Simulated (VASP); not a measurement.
Be: relaxation of cell and atoms with PBEsol

Be:

```xyz
2
Lattice="2.2853 0.0000 0.0000 -1.1426 1.9791 0.0000 0.0000 0.0000 3.5842" Properties=species:S:1:pos:R:3 pbc="T T T"
Be    0.0000    1.3194    0.8961
Be    1.1427    0.6597    2.6882
```

```yaml
Program: VASP 6.6.1
Task: relaxation of cell and atoms
Functional: PBEsol
Potentials_or_basis: VASP PAW PBE potentials, release 64 (Be)
Cutoff: 600 eV
k_mesh: 12 × 12 × 7
Occupations: gaussian, width 0.05 eV
Spin: no spin polarisation
Dipole_correction: no
Further_INCAR_settings: ALGO = Normal; EDIFF = 1e-06; IBRION = 2; EDIFFG = -0.02; NSW = 80; ISIF = 3
```

```yaml
Relaxed_volume: 7.85 Å³/atom
Relaxed_cell: a = 2.259 Å, b = 2.259 Å, c = 3.556 Å, α = 90.00°, β = 90.00°, γ = 120.00°
Space_group_after_relaxing_to_0.05_Å: P6_3/mmc (No. 194)
Energy_gained_by_relaxing: 3.0 meV/atom
Ionic_steps: 3
Pressure_after_relaxing: 0.0 GPa
Band_gap_on_the_k_mesh: zero (band 2 reaches 7.86 eV, above the bottom of band 3 at 5.97 eV)
```

Stress tensor (GPa, compression positive):
```
-0.14  0.00  0.00
 0.00 -0.14  0.00
 0.00  0.00  0.36
```

Step by step:
```
step  energy change (eV)  largest force (eV/Å)  pressure (GPa)  volume (Å³)
   1              0.0000                0.0000           -3.65        16.21
   2             -0.0059                0.0000           -0.55        15.78
   3             -0.0061                0.0000            0.03        15.71
```

Final structure:
```
CELL_PARAMETERS angstrom
2.25859 0.00000 0.00000
-1.12930 1.95600 0.00000
0.00000 0.00000 3.55557
ATOMIC_POSITIONS crystal
Be 0.33333 0.66667 0.25000
Be 0.66667 0.33333 0.75000
```

Levels at points of the mesh, in eV from the Fermi level:
| k point | band 1 | band 2 | band 3 | band 4 | band 5 |
| --- | --- | --- | --- | --- | --- |
| (0.00, 0.00, 0.00) | -11.80 | -4.90 | 0.73 | 15.65 | 15.65 |
| (0.50, 0.00, 0.00) | -5.47 | -3.56 | 3.22 | 6.09 | 6.38 |

Run time: 4.7 s on 1 thread of Intel(R) Xeon(R) 6975P-C (Granite Rapids) (shared host), peak memory 0.13 GiB.

Caveat: the PAW data sets were made with another functional, which shifts forces and pressure a little.
